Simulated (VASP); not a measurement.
A run of VASP 6.6.1:

Contents of INCAR:

```
SYSTEM = TiO2
PREC     = Accurate       ! precision mode
ENCUT    = 520            ! plane-wave cutoff, eV
EDIFF    = 1E-7           ! SCF threshold, eV
ISMEAR   = 0              ! smearing method
SIGMA    = 0.01           ! smearing width, eV
LREAL    = .FALSE.        ! projectors in reciprocal space
LASPH    = .TRUE.         ! aspherical terms in the spheres
NELM     = 80             ! most SCF steps
ALGO     = Normal         ! electronic algorithm
ISIF     = 2              ! what is computed and relaxed
LWAVE    = .FALSE.        ! write WAVECAR
LCHARG   = .FALSE.        ! write CHGCAR
GGA      = PE             ! functional
NBANDS   = 33             ! bands
```

KPOINTS

```
regular mesh
0
G
  8 8 8
  0 0 0
```

POSCAR

```
TiO2
1.0
   -1.8888993355      1.8888993355      4.7917223787
    1.8888993355     -1.8888993355      4.7917223787
    1.8888993355      1.8888993355     -4.7917223787
Ti O
2 4
Direct
    0.0000000000      0.0000000000      0.0000000000
    0.7500000000      0.2500000000      0.5000000000
    0.2072852706      0.2072852706      0.0000000000
    0.9572852706      0.4572852706      0.5000000000
    0.5427147294      0.0427147294      0.5000000000
    0.7927147294      0.7927147294      0.0000000000
```

Potentials or basis: VASP PAW PBE potentials, release 64 (Ti_sv, O).

The run is started by

```console
$ cat potpaw_PBE.64/Ti_sv/POTCAR potpaw_PBE.64/O/POTCAR > POTCAR
$ mpirun -np 1 vasp_std > vasp.out
```

Hardware: 1 thread of Intel(R) Xeon(R) Platinum 8375C CPU @ 2.90GHz (Ice Lake), on a shared host.

Q: How long does it take, and how much memory?

A: Run time: 4 min on 1 thread of Intel(R) Xeon(R) Platinum 8375C CPU @ 2.90GHz (Ice Lake) (shared host), peak memory 0.31 GiB. Counts: scf iterations 17, k points 59.
